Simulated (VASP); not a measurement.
# LiC2 in VASP: further runs, part 2 of 2

VASP 6.6.1.

## (4) Single point, PBE

Input file INCAR:

```
SYSTEM = LiC2
PREC = Accurate
ENCUT = 520
EDIFF = 1E-7
ISMEAR = 0
SIGMA = 0.1
LREAL = .FALSE.
LASPH = .TRUE.
NELM = 80
ALGO = Normal
ISIF = 2
LWAVE = .FALSE.
LCHARG = .FALSE.
GGA = PE
NBANDS = 12
```

Input file KPOINTS:

```
Automatic mesh
0
G
  14 14 18
  0 0 0
```

Input file POSCAR:

```
LiC2
1.0
    2.5387754960     -3.0523962643      0.0006381964
    2.5387754960      3.0523962643      0.0006381964
   -2.4342325296      0.0000000000      2.5559866117
Li C
1 2
Direct
    0.9765736334      0.0234263666      0.5000000000
    0.3461075347      0.6559126337      0.6806758398
    0.3440873663      0.6538924653      0.3193241602
```

Potentials or basis: VASP PAW PBE potentials, release 64 (Li_sv, C).

On the command line:

```sh
> cat potpaw_PBE.64/Li_sv/POTCAR potpaw_PBE.64/C/POTCAR > POTCAR
> mpirun -np 1 vasp_std > vasp.out
```

OUTCAR:

```text
SYSTEM = LiC2
   PREC = Accurate
   ENCUT = 520
   EDIFF = 1E-7
   ISMEAR = 0
   LREAL = .FALSE.
   LASPH = .TRUE.
   NELM = 80
   ISIF = 2
   GGA = PE

 ion  position               nearest neighbor table
   1  0.977  0.023  0.500-   2 2.30   3 2.30   3 2.31   2 2.31   2 2.34   3 2.34
   2  0.346  0.656  0.681-   3 1.27   1 2.30   1 2.31   1 2.34
   3  0.344  0.654  0.319-   2 1.27   1 2.30   1 2.31   1 2.34

  LATTYP: Found a base centered monoclinic cell.
 ALAT       =     5.0775511524
 B/A-ratio  =     1.2023103944
 C/A-ratio  =     0.6951516205
 COS(beta)  =    -0.6894671087

  Lattice vectors:

 A1 = (   2.5387754960,  -3.0523962643,   0.0006381964)
 A2 = (   2.5387754960,   3.0523962643,   0.0006381964)
 A3 = (  -2.4342325296,   0.0000000000,   2.5559866117)

Analysis of symmetry for initial positions (statically):
=====================================================================
 Subroutine PRICEL returns:
 Original cell was already a primitive cell.

 Routine SETGRP: Setting up the symmetry group for a
 base centered monoclinic supercell.

 Subroutine GETGRP returns: Found  2 space group operations
 (whereof  2 operations were pure point group operations)
 out of a pool of  4 trial point group operations.

The static configuration has the point symmetry C_2 .

Analysis of symmetry for dynamics (positions and initial velocities):
=====================================================================
 Subroutine PRICEL returns:
 Original cell was already a primitive cell.

 Routine SETGRP: Setting up the symmetry group for a
 base centered monoclinic supercell.

 Subroutine GETGRP returns: Found  2 space group operations
 (whereof  2 operations were pure point group operations)
 out of a pool of  4 trial point group operations.

The dynamic configuration has the point symmetry C_2 .

 Subroutine INISYM returns: Found  2 space group operations
 (whereof  2 operations are pure point group operations),
 and found     1 'primitive' translations

----------------------------------------------------------------------------------------

                                     Primitive cell

  volume of cell :      39.6239

  direct lattice vectors                    reciprocal lattice vectors
     2.538775496 -3.052396264  0.000638196     0.196898200 -0.163805731  0.187518981
     2.538775496  3.052396264  0.000638196     0.196898200  0.163805731  0.187518981
    -2.434232530  0.000000000  2.555986612    -0.000098326  0.000000000  0.391144714

  length of vectors
     3.970202058  3.970202058  3.529667912     0.317434382  0.317434382  0.391144726

  position of ions in fractional coordinates (direct lattice)
     0.976573633  0.023426367  0.500000000
     0.346107535  0.655912634  0.680675840
     0.344087366  0.653892465  0.319324160

  ion indices of the primitive-cell ions
   primitive index   ion index
                 1           1
                 2           2
                 3           3

----------------------------------------------------------------------------------------

 KPOINTS: Automatic mesh
[... 48 lines left out ...]
  0.285714  0.142857 -0.000000      4.000000
 [... further k-points ...]
   k-points           NKPTS =    954   k-points in BZ     NKDIM =    954   number of bands    NBANDS=     12
   number of dos      NEDOS =    301   number of ions     NIONS =      3
   total plane-waves  NPLWV =  25200
   dimension x,y,z NGX =    30 NGY =   30 NGZ =   28
   dimension x,y,z NGXF=    60 NGYF=   60 NGZF=   56
   ions per type =               1   2
   NGX,Y,Z   is equivalent  to a cutoff of  12.56, 12.56, 13.19 a.u.
   NGXF,Y,Z  is equivalent  to a cutoff of  25.12, 25.12, 26.38 a.u.
 SYSTEM =  LiC2
   PREC   = accura    normal or accurate (medium, high low for compatibility)
   ISTART =      0    job   : 0-new  1-cont  2-samecut
   ICHARG =      2    charge: 1-file 2-atom 10-const
   ISPIN  =      1    spin polarized calculation?
   LNONCOLLINEAR =      F non collinear calculations
   LSORBIT =      F    spin-orbit coupling
   LASPH  =      T    aspherical Exc in radial PAW
   ENCUT  =  520.0 eV  38.22 Ry    6.18 a.u.   7.38  7.38  6.56*2*pi/ulx,y,z
   NELM   =     80;   NELMIN=  2; NELMDL= -5     # of ELM steps
   EDIFF  = 0.1E-06   stopping-criterion for ELM
   LREAL  =      F    real-space projection
   EDIFFG = 0.1E-05   stopping-criterion for IOM
   NSW    =      0    number of steps for IOM
   IBRION =     -1    ionic relax: 0-MD 1-quasi-New 2-CG
   NFREE  =      0    steps in history (QN), initial steepest desc. (CG)
   ISIF   =      2    stress and relaxation
   ISYM   =      2    0-nonsym 1-usesym 2-fastsym
   POTIM  = 0.5000    time-step for ionic-motion
   TEBEG  =    0.0;   TEEND  =   0.0 temperature during run
   PSTRESS=    0.0 pullay stress
   NELECT =      11.0000    total number of electrons
   NUPDOWN=      -1.0000    fix difference up-down
   EMIN   =  10.00;   EMAX   =-10.00  energy-range for DOS
   EFERMI =   0.00;   METHOD = LEGACY
   ISMEAR =     0;   SIGMA  =   0.10  broadening in eV -4-tet -1-fermi 0-gaus
   EFERMI_NEDOS =   21; number of points for ismear=-14 and -15
   IALGO  =     38    algorithm
   IMIX   =      4    mixing-type and parameters
     AMIX     =   0.40;   BMIX     =  1.00
     AMIX_MAG =   1.60;   BMIX_MAG =  1.00
  volume/ion in A,a.u.               =      13.21        89.13
  Fermi-wavevector in a.u.,A,eV,Ry     =   1.067955  2.018143 15.517838  1.140529
  Thomas-Fermi vector in A             =   2.203588
   LORBIT       =      0    0 simple, 1 ext, 2 COOP (PROOUT), +10 PAW based schemes
   GGA     = PE    functional components
   LHFCALC =     F    Hartree Fock is set to
   AEXX    =    0.0000 exact exchange contribution
   IVDW    =     0    specifies the selected vdW correction
   LEPSILON=     F    determine dielectric tensor
   LRPA    =     F    only Hartree local field effects (RPA)
 non-spin polarized calculation
 Gauss-broadening in eV      SIGMA  =   0.10
  energy-cutoff  :      520.00
  volume of cell :       39.62
 maximum number of plane-waves:      1087
 NGX is ok and might be reduce to    30
   NGX = 15   NGY = 15   NGZ = 13

 number of electron      10.9999995 magnetization

 Free energy of the ion-electron system (eV)
  ---------------------------------------------------
  ext. energy  EPLUGINS =         0.00000000
  ---------------------------------------------------
  free energy    TOTEN  =       -16.69373669 eV

  energy without entropy =      -16.69134720  energy(sigma->0) =      -16.69254194

 E-fermi :   0.8881     XC(G=0):  -8.4489

 val. band max:        0.8643516293   @ k =   0.0714   0.0714   0.2222
 cond. band min:       0.8924798976   @ k =   0.5000   0.2143   0.2778
 fundamental gap:      0.0281282683
 Fermi energy:         0.8881354694

 k-point     1 :       0.0000    0.0000    0.0000
  band No.  band energies     occupation
      1     -44.4418      2.00000
      2     -13.2433      2.00000
      3      -3.7807      2.00000
      4      -1.3934      2.00000
      5      -1.2442      2.00000
      6      -0.8420      2.00000
      7       5.7177      0.00000
      8       6.5840      0.00000
      9       6.9752      0.00000
     10      10.4159      0.00000
     11      10.4163      0.00000
     12      13.6224      0.00000
[... 331 lines left out ...]
 k-point    24 :       0.2857    0.1429   -0.0000
  band No.  band energies     occupation
      1     -44.4404      2.00000
      2     -12.9814      2.00000
      3      -3.7521      2.00000
      4      -2.7579      2.00000
      5      -1.9265      2.00000
      6      -0.8078      2.00000
      7       5.5893      0.00000
      8       6.7596      0.00000
      9       8.2380      0.00000
     10       9.5403      0.00000
     11      11.8349      0.00000
     12      15.1744      0.00000

 [... further k-points ...]

------------------------ aborting loop because EDIFF is reached ----------------------------------------

  FORCE on cell =-STRESS in cart. coord.  units (eV):
  Direction    XX          YY          ZZ          XY          YZ          ZX
  --------------------------------------------------------------------------------------
  -------------------------------------------------------------------------------------
  Total        0.0560279     -0.0210389      0.0615728      0.0000000      0.0000000     -0.0730755
  in kB        2.2654637     -0.8506973      2.4896688      0.0000000      0.0000000     -2.9547781
  external PRESSURE =       1.3014784 kB  Pullay stress =       0.0000000 kB

 VOLUME and BASIS-vectors are now :
 -----------------------------------------------------------------------------
  energy-cutoff  :      520.00
  volume of cell :       39.62
      direct lattice vectors                 reciprocal lattice vectors
     2.538775496 -3.052396264  0.000638196     0.196898200 -0.163805731  0.187518981
     2.538775496  3.052396264  0.000638196     0.196898200  0.163805731  0.187518981
    -2.434232530  0.000000000  2.555986612    -0.000098326  0.000000000  0.391144714

 POSITION                                       TOTAL-FORCE (eV/Angst)
 -----------------------------------------------------------------------------------
      1.32166     -2.90938      1.27863         0.000000      0.003928      0.000000
      0.88698      0.94565      1.74044        -0.082535     -0.001964      0.087936
      1.75634      0.94565      0.81683         0.082535     -0.001964     -0.087936
 -----------------------------------------------------------------------------------
    total drift:                               -0.000000     -0.000310      0.000000

  FREE ENERGIE OF THE ION-ELECTRON SYSTEM (eV)
  ---------------------------------------------------
  free  energy   TOTEN  =       -16.6937366871 eV

  energy  without entropy=      -16.6913472023  energy(sigma->0) =      -16.69254194
```

OSZICAR:

```text
N       E                     dE             d eps       ncg     rms          rms(c)
DAV:   1     0.338522526789E+02    0.33852E+02   -0.50374E+03 22920   0.827E+02
DAV:   2    -0.138707721221E+02   -0.47723E+02   -0.45305E+02 29996   0.176E+02
DAV:   3    -0.180069035006E+02   -0.41361E+01   -0.41037E+01 40036   0.422E+01
DAV:   4    -0.181324370916E+02   -0.12553E+00   -0.12545E+00 29896   0.666E+00
DAV:   5    -0.181336012497E+02   -0.11642E-02   -0.11641E-02 31468   0.689E-01    0.584E+00
DAV:   6    -0.168472805547E+02    0.12863E+01   -0.17408E+00 25704   0.764E+00    0.262E+00
DAV:   7    -0.166832980104E+02    0.16398E+00   -0.76701E-01 29664   0.524E+00    0.112E+00
DAV:   8    -0.166969167360E+02   -0.13619E-01   -0.59456E-02 27292   0.160E+00    0.334E-01
DAV:   9    -0.166934076204E+02    0.35091E-02   -0.93636E-03 29068   0.572E-01    0.103E-01
DAV:  10    -0.166937076523E+02   -0.30003E-03   -0.79226E-04 28100   0.188E-01    0.272E-02
DAV:  11    -0.166937356647E+02   -0.28012E-04   -0.56937E-05 29884   0.526E-02    0.101E-02
DAV:  12    -0.166937362215E+02   -0.55679E-06   -0.20784E-06 28280   0.119E-02    0.268E-03
DAV:  13    -0.166937366567E+02   -0.43521E-06   -0.79419E-07 28416   0.663E-03    0.771E-04
DAV:  14    -0.166937366871E+02   -0.30387E-07   -0.18820E-08 21240   0.113E-03
   1 F= -.16693737E+02 E0= -.16692542E+02  d E =-.238948E-02
```

stdout:

```text
POSCAR found type information on POSCAR LiC
 POSCAR found :  2 types and       3 ions
 scaLAPACK will be used
 LDA part: xc-table for (Slater+PW92), standard interpolation
 POSCAR, INCAR and KPOINTS ok, starting setup
 FFT: planning ... GRIDC
 FFT: planning ... GRID_SOFT
 FFT: planning ... GRID
 WAVECAR not read
 entering main loop
```

Run time: 2.9 min. Hardware: 1 thread of AMD EPYC 9R45 (Zen 5), shared host; peak memory 0.45 GiB.

What came out:

- Free energy: -16.6937 eV
- Largest force: 0.121 eV/Å
- Band gap on the k mesh: zero (an odd number of electrons rules out a gap without spin polarisation)

Forces on the atoms (eV/Å):
```
Li   0.000  0.004  0.000
C   -0.083 -0.002  0.088
C    0.083 -0.002 -0.088
```

Caveat: the cutoff is under 1.25 times the usual one of these potentials, so pressure, stress and relaxed cells hold a basis-set (Pulay) error.

## (5) Summary

| cell | k mesh | smearing | gap on the mesh (eV) | largest force (eV/Å) |
| --- | --- | --- | --- | --- |
| a = 3.980, b = 3.980, c = 3.523 Å, angles 116.0, 116.0, 101.0°, 3 atoms, atomic positions A | 6 × 6 × 6 | gaussian 0.1 eV | none | 0.21 |
| a = 3.523, b = 3.669, c = 6.140 Å, angles 90.1, 90.1, 89.5°, 6 atoms, atomic positions B | 6 × 6 × 4 | gaussian 0.2 eV | none | 0.11 |
| a = 3.970, b = 3.970, c = 3.530 Å, angles 116.2, 116.2, 100.5°, 3 atoms, atomic positions C | 14 × 14 × 18 | gaussian 0.1 eV | none | 0.12 |

Alike in all rows: task single point; level PBE; potentials or basis VASP PAW PBE potentials, release 64 (Li_sv, C); no spin polarisation; cutoff (eV) 520.

Caveats: the cutoff is under 1.25 times the usual one of these potentials, so pressure, stress and relaxed cells hold a basis-set (Pulay) error.

Absolute energies hang on the potentials; compare differences alone.
